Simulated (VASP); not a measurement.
# Hf (Im-3m) in VASP: notebook

Hf is run at these levels: HSE06; tasks: single point.

Everything below comes from runs of VASP 6.6.1. Logs are shortened: lines on timing, memory, paths and dates and some standing lists are left out, and cuts for length are marked.

### 1 The cell of the first run

Symmetry: Im-3m, No. 229, cubic system. The conventional cell has a = 3.561 Å, b = 3.561 Å, c = 3.561 Å, α = 90.00°, β = 90.00°, γ = 90.00°. Within 4.1 Å of Hf (site symmetry m-3m) lie 14 Hf at 3.08 to 3.56 Å.

This isn't the form of Hf at room conditions, which is hcp.

### 2 Single point, HSE06

The input, POSCAR:

```
Hf
1.0
   -1.7806051177      1.7806051177      1.7806051177
    1.7806051177     -1.7806051177      1.7806051177
    1.7806051177      1.7806051177     -1.7806051177
Hf
1
Direct
    0.0000000000      0.0000000000      0.0000000000
```

The input, INCAR.step1:

```
SYSTEM = Hf
PREC     = Accurate       ! precision mode
ENCUT    = 520            ! plane-wave cutoff, eV
EDIFF    = 1E-5           ! SCF threshold, eV
ISMEAR   = -1             ! smearing method
SIGMA    = 0.05           ! smearing width, eV
LREAL    = .False.        ! projectors in reciprocal space
LASPH    = .True.         ! aspherical terms in the spheres
NELM     = 60             ! most SCF steps
ALGO     = Normal         ! electronic algorithm
ISIF     = 2              ! what is computed and relaxed
LWAVE    = .True.         ! write WAVECAR
LCHARG   = .False.        ! write CHGCAR
GGA      = PE             ! functional
NBANDS   = 11             ! bands
```

The input, INCAR.step2:

```
SYSTEM = Hf
PREC     = Accurate       ! precision mode
ENCUT    = 520            ! plane-wave cutoff, eV
EDIFF    = 1E-6           ! SCF threshold, eV
ISMEAR   = -1             ! smearing method
SIGMA    = 0.05           ! smearing width, eV
LREAL    = .False.        ! projectors in reciprocal space
LASPH    = .True.         ! aspherical terms in the spheres
NELM     = 60             ! most SCF steps
ALGO     = Normal         ! electronic algorithm
ISIF     = 2              ! what is computed and relaxed
LWAVE    = .False.        ! write WAVECAR
LCHARG   = .False.        ! write CHGCAR
GGA      = PE             ! functional
LHFCALC  = .True.         ! exact exchange
HFSCREEN = 0.2079         ! screening, 1/A
PRECFOCK = Normal       
ISTART   = 1            
NBANDS   = 11             ! bands
```

The input, KPOINTS:

```
regular mesh
0
Gamma
  6 6 6
  0 0 0
```

Potentials or basis: VASP PAW PBE potentials, release 64 (Hf_pv).

Command:

```bash
$ cat potpaw_PBE.64/Hf_pv/POTCAR > POTCAR
$ cp INCAR.step1 INCAR
$ mpirun -np 1 vasp_std > vasp.out
$ cp INCAR.step2 INCAR
$ mpirun -np 1 vasp_std > vasp.out
```

OUTCAR:

```text
SYSTEM = Hf
   PREC = Accurate
   ENCUT = 520
   EDIFF = 1E-6
   ISMEAR = -1
   LREAL = .False.
   LASPH = .True.
   NELM = 60
   ISIF = 2
   GGA = PE
   LHFCALC = .True.
   HFSCREEN = 0.2079
   PRECFOCK = Normal
   ISTART = 1

 ion  position               nearest neighbor table
   1  0.000  0.000  0.000-

  LATTYP: Found a body centered cubic cell.
 ALAT       =     3.5612102354

  Lattice vectors:

 A1 = (  -1.7806051177,   1.7806051177,   1.7806051177)
 A2 = (   1.7806051177,  -1.7806051177,   1.7806051177)
 A3 = (   1.7806051177,   1.7806051177,  -1.7806051177)

Analysis of symmetry for initial positions (statically):
=====================================================================
 Subroutine PRICEL returns:
 Original cell was already a primitive cell.

 Routine SETGRP: Setting up the symmetry group for a
 body centered cubic supercell.

 Subroutine GETGRP returns: Found 48 space group operations
 (whereof 48 operations were pure point group operations)
 out of a pool of 48 trial point group operations.

The static configuration has the point symmetry O_h .

Analysis of symmetry for dynamics (positions and initial velocities):
=====================================================================
 Subroutine PRICEL returns:
 Original cell was already a primitive cell.

 Routine SETGRP: Setting up the symmetry group for a
 body centered cubic supercell.

 Subroutine GETGRP returns: Found 48 space group operations
 (whereof 48 operations were pure point group operations)
 out of a pool of 48 trial point group operations.

The dynamic configuration has the point symmetry O_h .

 Subroutine INISYM returns: Found 48 space group operations
 (whereof 48 operations are pure point group operations),
 and found     1 'primitive' translations

----------------------------------------------------------------------------------------

                                     Primitive cell

  volume of cell :      22.5820

  direct lattice vectors                    reciprocal lattice vectors
    -1.780605118  1.780605118  1.780605118     0.000000000  0.280803416  0.280803416
     1.780605118 -1.780605118  1.780605118     0.280803416  0.000000000  0.280803416
     1.780605118  1.780605118 -1.780605118     0.280803416  0.280803416  0.000000000

  length of vectors
     3.084098532  3.084098532  3.084098532     0.397116000  0.397116000  0.397116000

  position of ions in fractional coordinates (direct lattice)
     0.000000000  0.000000000  0.000000000

  ion indices of the primitive-cell ions
   primitive index   ion index
                 1           1

----------------------------------------------------------------------------------------

 KPOINTS: regular mesh

Automatic generation of k-mesh.
 Grid dimensions read from file:
 generate k-points for:    6    6    6

 Generating k-lattice:

  Cartesian coordinates                     Fractional coordinates (reciprocal lattice)
     0.000000000  0.046800569  0.046800569     0.166666667  0.000000000  0.000000000
     0.046800569  0.000000000  0.046800569     0.000000000  0.166666667  0.000000000
     0.046800569  0.046800569  0.000000000     0.000000000  0.000000000  0.166666667

  Length of vectors
     0.066186000  0.066186000  0.066186000

  Shift w.r.t. Gamma in fractional coordinates (k-lattice)
     0.000000000  0.000000000  0.000000000

 Subroutine IBZKPT returns following result:
 ===========================================

 Found     16 irreducible k-points:

 Following reciprocal coordinates:
            Coordinates               Weight
  0.000000  0.000000  0.000000      1.000000
  0.166667  0.000000  0.000000     12.000000
  0.333333  0.000000  0.000000     12.000000
  0.500000  0.000000  0.000000      6.000000
  0.166667  0.166667  0.000000     24.000000
  0.333333  0.166667  0.000000     48.000000
[... 8 lines left out ...]
  0.500000  0.500000  0.333333     12.000000
  0.500000  0.500000  0.500000      1.000000
   k-points           NKPTS =     16   k-points in BZ     NKDIM =    216   number of bands    NBANDS=     11
   number of dos      NEDOS =    301   number of ions     NIONS =      1
   total plane-waves  NPLWV =  13824
   dimension x,y,z NGX =    24 NGY =   24 NGZ =   24
   dimension x,y,z NGXF=    48 NGYF=   48 NGZF=   48
   ions per type =               1
   NGX,Y,Z   is equivalent  to a cutoff of  12.94, 12.94, 12.94 a.u.
   NGXF,Y,Z  is equivalent  to a cutoff of  25.87, 25.87, 25.87 a.u.
 SYSTEM =  Hf
   PREC   = accura    normal or accurate (medium, high low for compatibility)
   ISTART =      1    job   : 0-new  1-cont  2-samecut
   ICHARG =      0    charge: 1-file 2-atom 10-const
   ISPIN  =      1    spin polarized calculation?
   LNONCOLLINEAR =      F non collinear calculations
   LSORBIT =      F    spin-orbit coupling
   LASPH  =      T    aspherical Exc in radial PAW
   ENCUT  =  520.0 eV  38.22 Ry    6.18 a.u.   5.73  5.73  5.73*2*pi/ulx,y,z
[... 64 lines left out ...]
  band No.  band energies     occupation
      1     -27.8300      2.00000
      2     -27.8300      2.00000
      3     -27.8300      2.00000
      4      -3.6565      2.00000
      5       6.5491      0.00000
      6       6.5491      0.00000
      7       6.5491      0.00000
      8       9.3851      0.00000
      9       9.3851      0.00000
     10      18.5459      0.00000
     11      18.5459      0.00000

 k-point     2 :       0.1667    0.0000    0.0000
  band No.  band energies     occupation
      1     -28.0639      2.00000
      2     -27.8990      2.00000
      3     -27.8319      2.00000
      4      -2.5761      2.00000
      5       5.8257      0.00000
      6       5.9713      0.00000
      7       7.5668      0.00000
      8       8.7376      0.00000
      9       9.3844      0.00000
     10      18.8873      0.00000
     11      19.1929      0.00000

 k-point     3 :       0.3333    0.0000    0.0000
  band No.  band energies     occupation
      1     -28.5037      2.00000
      2     -28.0337      2.00000
      3     -27.8352      2.00000
      4      -0.2773      2.00000
      5       4.6333      0.06087
      6       4.7112      0.01311
      7       9.1528      0.00000
      8       9.7386      0.00000
      9      10.3341      0.00000
     10      17.2363      0.00000
     11      17.7006      0.00000

 k-point     4 :       0.5000    0.0000    0.0000
  band No.  band energies     occupation
      1     -28.7119      2.00000
      2     -28.0996      2.00000
      3     -27.8367      2.00000
      4       0.5950      2.00000
      5       4.1073      1.99828
      6       5.1971      0.00000
      7       9.1918      0.00000
      8      10.2090      0.00000
      9      12.8033      0.00000
     10      15.4291      0.00000
     11      15.5511      0.00000

 k-point     5 :       0.1667    0.1667    0.0000
  band No.  band energies     occupation
      1     -28.3618      2.00000
      2     -27.9906      2.00000
      3     -27.8820      2.00000
      4      -0.7591      2.00000
      5       4.6722      0.02839
      6       5.0301      0.00002
      7       8.4295      0.00000
      8       9.6112      0.00000
      9       9.9896      0.00000
     10      18.2856      0.00000
     11      18.8873      0.00000
[... 99 lines left out ...]
 k-point    13 :      -0.3333    0.5000    0.1667
  band No.  band energies     occupation
      1     -28.5283      2.00000
      2     -28.3238      2.00000
      3     -28.0455      2.00000
      4       2.3237      2.00000
      5       2.9575      2.00000
      6       5.0511      0.00001
      7       8.4230      0.00000
      8       9.7771      0.00000
      9      13.1019      0.00000
     10      14.9861      0.00000
     11      17.8963      0.00000

 k-point    14 :      -0.3333    0.3333    0.3333
  band No.  band energies     occupation
      1     -28.4104      2.00000
      2     -28.2676      2.00000
      3     -28.2676      2.00000
      4       1.7892      2.00000
      5       2.7361      2.00000
      6       7.7016      0.00000
      7       7.7016      0.00000
      8       9.3995      0.00000
      9      10.1172      0.00000
     10      18.6691      0.00000
     11      18.6695      0.00000

 k-point    15 :       0.5000    0.5000    0.3333
  band No.  band energies     occupation
      1     -28.4946      2.00000
      2     -28.3423      2.00000
      3     -28.2827      2.00000
      4       1.9339      2.00000
      5       2.0845      2.00000
      6       7.8256      0.00000
      7       8.1365      0.00000
      8      12.1286      0.00000
      9      12.1584      0.00000
     10      14.2842      0.00000
     11      15.7640      0.00000

 k-point    16 :       0.5000    0.5000    0.5000
  band No.  band energies     occupation
      1     -28.4193      2.00000
      2     -28.4193      2.00000
      3     -28.4193      2.00000
      4       1.3881      2.00000
      5       1.3881      2.00000
      6      11.9622      0.00000
      7      11.9622      0.00000
      8      11.9622      0.00000
      9      12.1572      0.00000
     10      12.1573      0.00000
     11      12.1573      0.00000

------------------------ aborting loop because EDIFF is reached ----------------------------------------

  FORCE on cell =-STRESS in cart. coord.  units (eV):
  Direction    XX          YY          ZZ          XY          YZ          ZX
  --------------------------------------------------------------------------------------
  -------------------------------------------------------------------------------------
  Total        0.0416679      0.0416679      0.0416679      0.0000000      0.0000000     -0.0000000
  in kB        2.9563065      2.9563065      2.9563065      0.0000000      0.0000000     -0.0000000
  external PRESSURE =       2.9563065 kB  Pullay stress =       0.0000000 kB

 VOLUME and BASIS-vectors are now :
 -----------------------------------------------------------------------------
  energy-cutoff  :      520.00
  volume of cell :       22.58
      direct lattice vectors                 reciprocal lattice vectors
    -1.780605118  1.780605118  1.780605118     0.000000000  0.280803416  0.280803416
     1.780605118 -1.780605118  1.780605118     0.280803416  0.000000000  0.280803416
     1.780605118  1.780605118 -1.780605118     0.280803416  0.280803416  0.000000000

 POSITION                                       TOTAL-FORCE (eV/Angst)
 -----------------------------------------------------------------------------------
      0.00000      0.00000      0.00000         0.000000      0.000000      0.000000
 -----------------------------------------------------------------------------------
    total drift:                               -0.000016     -0.000008     -0.000004

  FREE ENERGIE OF THE ION-ELECTRON SYSTEM (eV)
  ---------------------------------------------------
  free  energy   TOTEN  =       -10.9844675204 eV

  energy  without entropy=      -10.9672329692  energy(sigma->0) =      -10.97585024
```

It took 16 min on 1 thread of Intel Xeon Platinum 8375C at 2.90GHz (Ice Lake), shared host; peak memory 0.24 GiB.

Results:

```
Free energy            : -10.9845 eV
Pressure               : 0.3 GPa
Band gap on the k mesh : zero (bands 5 and 6 overlap by 2.96 eV)
```

Caveat: the k points lie up to 0.42 Å⁻¹ apart, too coarse for converged energies and pressures of a metal; the PAW data sets were made with another functional, which shifts forces and pressure a little; spin-orbit coupling is left out, which moves the levels of the heavy elements.

### 3 Single point, HSE06

This run uses another cell than the first one, of 23.05 Å³/atom.

The input, POSCAR:

```
Hf
1.0
   -1.7928855410      1.7928855410      1.7928855410
    1.7928855410     -1.7928855410      1.7928855410
    1.7928855410      1.7928855410     -1.7928855410
Hf
1
Direct
    0.0000000000      0.0000000000      0.0000000000
```

The input, INCAR.step1:

```
SYSTEM = Hf
ALGO = Normal ; EDIFF = 1E-5
ENCUT = 520 ; GGA = PE
ISIF = 2 ; ISMEAR = -1
LASPH = .TRUE. ; LREAL = .FALSE.
LWAVE = .TRUE. ; NBANDS = 11
NELM = 100 ; PREC = Accurate
SIGMA = 0.05
```

The input, INCAR.step2:

```
SYSTEM = Hf
ALGO = Normal ; EDIFF = 1E-7
ENCUT = 520 ; GGA = PE
HFSCREEN = 0.2079 ; ISIF = 2
ISMEAR = -1 ; ISTART = 1
LASPH = .TRUE. ; LCHARG = .TRUE.
LELF = .TRUE. ; LHFCALC = .TRUE.
LREAL = .FALSE. ; LVHAR = .TRUE.
LWAVE = .FALSE. ; NBANDS = 11
NELM = 100 ; PREC = Accurate
PRECFOCK = Normal ; SIGMA = 0.05
```

The input, KPOINTS:

```
k-points
0
G
  6 6 6
  0 0 0
```

Potentials or basis: VASP PAW PBE potentials, release 64 (Hf_pv).

Command:

```bash
$ cat potpaw_PBE.64/Hf_pv/POTCAR > POTCAR
$ cp INCAR.step1 INCAR
$ mpirun -np 1 vasp_std > vasp.out
$ cp INCAR.step2 INCAR
$ mpirun -np 1 vasp_std > vasp.out
```

Wall time 13 min (1 thread of Intel Xeon Platinum 8375C at 2.90GHz (Ice Lake), shared host); peak memory 0.25 GiB.

The run converged. Its results:

```yaml
Free_energy: -10.9820 eV
Pressure: -2.0 GPa
Band_gap_on_the_k_mesh: zero (bands 5 and 6 overlap by 2.94 eV)
```

Levels at points of the mesh, in eV from the Fermi level:
| k point | band 1 | band 2 | band 3 | band 4 | band 5 | band 6 | band 7 | band 8 | band 9 | band 10 |
| --- | --- | --- | --- | --- | --- | --- | --- | --- | --- | --- |
| (0.00, 0.00, 0.00) | -32.37 | -32.37 | -32.37 | -8.04 | 2.08 | 2.08 | 2.08 | 4.85 | 4.85 | 13.99 |
| (0.50, 0.00, 0.00) | -33.19 | -32.62 | -32.38 | -3.79 | -0.30 | 0.66 | 4.65 | 5.64 | 8.16 | 10.68 |
| (0.50, 0.50, 0.50) | -32.92 | -32.92 | -32.92 | -2.97 | -2.97 | 7.35 | 7.35 | 7.35 | 7.53 | 7.53 |

Caveat: the k points lie up to 0.41 Å⁻¹ apart, too coarse for converged energies and pressures of a metal; the PAW data sets were made with another functional, which shifts forces and pressure a little; spin-orbit coupling is left out, which moves the levels of the heavy elements.

### 4 Single point, HSE06

This run uses another cell than the first one, of 23.52 Å³/atom.

The input, POSCAR:

```
Hf
1.0
   -1.8050000000      1.8050000000      1.8050000000
    1.8050000000     -1.8050000000      1.8050000000
    1.8050000000      1.8050000000     -1.8050000000
Hf
1
Direct
    0.0000000000      0.0000000000      0.0000000000
```

The input, INCAR.step1:

```
PREC     = Accurate       # precision mode
ENCUT    = 520            # plane-wave cutoff, eV
EDIFF    = 1E-5           # SCF threshold, eV
ISMEAR   = -1             # smearing method
SIGMA    = 0.05           # smearing width, eV
LREAL    = False          # projectors in reciprocal space
LASPH    = True           # aspherical terms in the spheres
NELM     = 80             # most SCF steps
ALGO     = Normal         # electronic algorithm
ISIF     = 2              # what is computed and relaxed
LWAVE    = True           # write WAVECAR
LCHARG   = False          # write CHGCAR
NBANDS   = 11             # bands
GGA      = PE             # functional
```

The input, INCAR.step2:

```
PREC     = Accurate       # precision mode
ENCUT    = 520            # plane-wave cutoff, eV
EDIFF    = 1E-6           # SCF threshold, eV
ISMEAR   = -1             # smearing method
SIGMA    = 0.05           # smearing width, eV
LREAL    = False          # projectors in reciprocal space
LASPH    = True           # aspherical terms in the spheres
NELM     = 80             # most SCF steps
ALGO     = Normal         # electronic algorithm
ISIF     = 2              # what is computed and relaxed
LWAVE    = False          # write WAVECAR
LCHARG   = False          # write CHGCAR
GGA      = PE             # functional
LHFCALC  = True           # exact exchange
HFSCREEN = 0.2079         # screening, 1/A
PRECFOCK = Normal       
NBANDS   = 11             # bands
ISTART   = 1
```

The input, KPOINTS:

```
Automatic mesh
0
Gamma
  6 6 6
```

Command:

```bash
$ cat potpaw_PBE.64/Hf_pv/POTCAR > POTCAR
$ cp INCAR.step1 INCAR
$ mpirun -np 1 vasp_std > vasp.out
$ cp INCAR.step2 INCAR
$ mpirun -np 1 vasp_std > vasp.out
```

It took 12 min on 1 thread of Intel Xeon Platinum 8375C at 2.90GHz (Ice Lake), shared host; peak memory 0.25 GiB.

Results (log left out):

* Free energy: -10.9731 eV
* Pressure: -4.0 GPa
* Band gap on the k mesh: zero (bands 5 and 6 overlap by 2.92 eV)

Levels at points of the mesh, in eV from the Fermi level:
| k point | band 1 | band 2 | band 3 | band 4 | band 5 | band 6 | band 7 | band 8 | band 9 | band 10 |
| --- | --- | --- | --- | --- | --- | --- | --- | --- | --- | --- |
| (0.00, 0.00, 0.00) | -32.45 | -32.45 | -32.45 | -7.96 | 2.06 | 2.06 | 2.06 | 4.77 | 4.77 | 13.89 |
| (0.50, 0.00, 0.00) | -33.22 | -32.69 | -32.46 | -3.72 | -0.26 | 0.59 | 4.56 | 5.54 | 7.98 | 10.41 |
| (0.50, 0.50, 0.50) | -32.97 | -32.97 | -32.97 | -2.87 | -2.87 | 7.19 | 7.19 | 7.19 | 7.37 | 7.37 |

Caveat: the k points lie up to 0.41 Å⁻¹ apart, too coarse for converged energies and pressures of a metal; the PAW data sets were made with another functional, which shifts forces and pressure a little; spin-orbit coupling is left out, which moves the levels of the heavy elements.

### 5 The runs side by side

| cell | gap on the mesh (eV) | pressure (GPa) |
| --- | --- | --- |
| a = 3.084 Å, angles 109.5°, 1 atom | none | 0.3 |
| a = 3.105 Å, angles 109.5°, 1 atom | none | -2.0 |
| a = 3.126 Å, angles 109.5°, 1 atom | none | -4.0 |

Alike in all rows: task single point; level HSE06; potentials or basis VASP PAW PBE potentials, release 64 (Hf_pv); no spin polarisation; k mesh 6 × 6 × 6; cutoff (eV) 520; smearing fermi-dirac 0.05 eV.

Caveats: all runs use coarse meshes; the PAW data sets were made with another functional, which shifts forces and pressure a little; spin-orbit coupling is left out, which moves the levels of the heavy elements.

Absolute energies hang on the potentials; compare differences alone.
